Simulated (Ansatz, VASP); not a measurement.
One calculation of Ni, two programs

INCAR

```
SYSTEM = Ni
PREC = Accurate ; ENCUT = 520
EDIFF = 1E-6 ; ISMEAR = -1
SIGMA = 0.1 ; LREAL = .FALSE.
LASPH = .TRUE. ; NELM = 150
ALGO = Normal ; ISIF = 2
LWAVE = .FALSE. ; LCHARG = .FALSE.
ISPIN = 2 ; MAGMOM = 2
LORBIT = 11 ; LMAXMIX = 4
GGA = PE ; NBANDS = 15
```

Contents of KPOINTS:

```
regular mesh
0
G
  13 13 13
  0 0 0
```

File POSCAR:

```
Ni
1.0
    0.0000000000      1.7659800000      1.7659800000
    1.7659800000      0.0000000000      1.7659800000
    1.7659800000      1.7659800000      0.0000000000
Ni
1
Direct
    0.0000000000      0.0000000000      0.0000000000
```

Input for Ansatz:

```yaml
crystal:
  lattice:
    - [0.0, 1.76598, 1.76598]
    - [1.76598, 0.0, 1.76598]
    - [1.76598, 1.76598, 0.0]
  atoms:
    - { symbol: Ni, position: [0.0, 0.0, 0.0], spin: 2.0 }
magnetization:
  spin_polarized: true
hamiltonian:
  xc: pbe
  pseudopotentials: { kind: paw }
basis:
  ecutwfc: 420
kpoints:
  mp_grid: { grid: [13, 13, 13] }
scf:
  occupations: { method: fermi_dirac, width: 0.1 }
  lower_state_search: "off"
output:
  forces: true
  stress: true
  write_density: true
  write_potential: true
  elf: true
  volumetric_format: npy
```

Alike in both runs: task single point; functional PBE; k mesh 13 × 13 × 13; occupations fermi-dirac, width 0.1 eV; collinear spin.

|  | VASP | Ansatz |
| --- | --- | --- |
| version | VASP 6.6.1 | Ansatz 0.2.0 |
| potentials or method | VASP PAW PBE potentials, release 64 (Ni), cutoff 520 eV | PAW, plane waves, scalar-relativistic |
| valence electrons in the cell | 10 | 18 |

Ansatz gave:

* pressure (GPa): -1.9
* net moment per atom (μB): 0.63
* size of the moment on the site where the two differ most (μB): 0.67

Question: What did VASP give for the same quantities?

Answer: Pressure (GPa): -1.9; net moment per atom (μB): 0.62; size of the moment on the site where the two differ most (μB): 0.63.

Site moments also hang on the region over which each program counts them. The functional is the same, so the differences come from potentials, cutoffs and numerics. VASP's potentials hold 10 valence electrons a cell and Ansatz's 18, so a difference there can come from the potentials and not from the codes.
